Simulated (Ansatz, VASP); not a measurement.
# Two plane-wave programs on Fe

```
Fe
1.0
    -1.34697    1.34697    1.56410
     1.34697   -1.34697    1.56410
     1.34697    1.34697   -1.56410
Fe
1
Direct
  0.00000 0.00000 0.00000
```

Alike in both runs: task single point; functional PBE; k mesh 12 × 12 × 12; occupations gaussian, width 0.15 eV; collinear spin.

```csv
,VASP,Ansatz
version,VASP 6.6.1,Ansatz 0.2.0
potentials or method,"VASP PAW PBE potentials, release 64 (Fe), cutoff 520 eV","scalar-relativistic, plane waves, PAW"
valence electrons in the cell,8,16
```

Ansatz gave:

* gap on the k mesh at the Fermi level (eV): none
* pressure (GPa): 2.2
* traceless stress, the component that is largest in VASP (GPa): -9.19
* net moment per atom (μB): 2.21
* size of the moment on the site where the two differ most (μB): 2.25

Task: Which values does VASP return?

Result: gap on the k mesh at the Fermi level (eV): none; pressure (GPa): 2.1; traceless stress, the component that is largest in VASP (GPa): -9.15; net moment per atom (μB): 2.23; size of the moment on the site where the two differ most (μB): 2.22.

Site moments also hang on the region over which each program counts them. A gap of «none» marks a metal or a gap that the smearing closes. VASP's potentials hold 8 valence electrons a cell and Ansatz's 16, so a difference there can come from the potentials and not from the codes.
